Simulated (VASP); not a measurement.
Wanted: the native input for a VASP 6.6.1 run.

```
Task                   : single point
Functional             : PBE
Potentials or basis    : VASP PAW PBE potentials, release 64 (Cu, O)
Cutoff                 : 520 eV
k mesh                 : 6 × 6 × 6
Occupations            : gaussian, width 0.1 eV
Spin                   : collinear spin
Starting moments       : [1.0, 1.0, 1.0, 0.0, 0.0] μB
Dipole correction      : no
Further INCAR settings : ALGO = Normal; EDIFF = 1e-07; NBANDS = 34
```

The structure of Cu3O2 lies in POSCAR:

```
Cu3O2
1.0
    2.9630035000      1.7106909000      2.1957922000
   -2.9630035000      1.7106909000      2.1957922000
    0.0000000000     -3.4213818000      2.1957922000
Cu O
3 2
Direct
    0.5000000000      0.0000000000      0.0000000000
    0.0000000000      0.5000000000      0.0000000000
    0.0000000000      0.0000000000      0.5000000000
    0.2629700000      0.2629700000      0.2629700000
    0.7370300000      0.7370300000      0.7370300000
```

These files were run (other wordings do the same):

INCAR

```
SYSTEM = Cu3O2
  PREC = Accurate
  ENCUT = 520
  EDIFF = 1E-7
  ISMEAR = 0
  SIGMA = 0.1
  LREAL = .False.
  LASPH = .True.
  NELM = 150
  ALGO = Normal
  ISIF = 2
  LWAVE = .False.
  LCHARG = .True.
  ISPIN = 2
  MAGMOM = 1 1 1 0 0
  LORBIT = 11
  LMAXMIX = 4
  GGA = PE
  LELF = .True.
  LVHAR = .True.
  NBANDS = 34
```

KPOINTS

```
regular mesh
0
Gamma
  6 6 6
  0 0 0
```

Potentials or basis: VASP PAW PBE potentials, release 64 (Cu, O).

Launch:

```bash
$ cat potpaw_PBE.64/Cu/POTCAR potpaw_PBE.64/O/POTCAR > POTCAR
$ mpirun -np 1 vasp_std > vasp.out
```

Results of the run:

The pressure is 0.9 GPa. The largest force is 0.094 eV/Å, the net moment is 0.70 μB per cell and the site moments are Cu +0.17; O +0.09 μB. The valence electrons inside the program's atomic spheres are Cu 9.97; O 4.98.

Caveat: a moment this small can come from the mesh or the smearing.

It took 2.6 min on 1 thread of Intel Xeon 8259CL (shared host), peak memory 0.25 GiB.
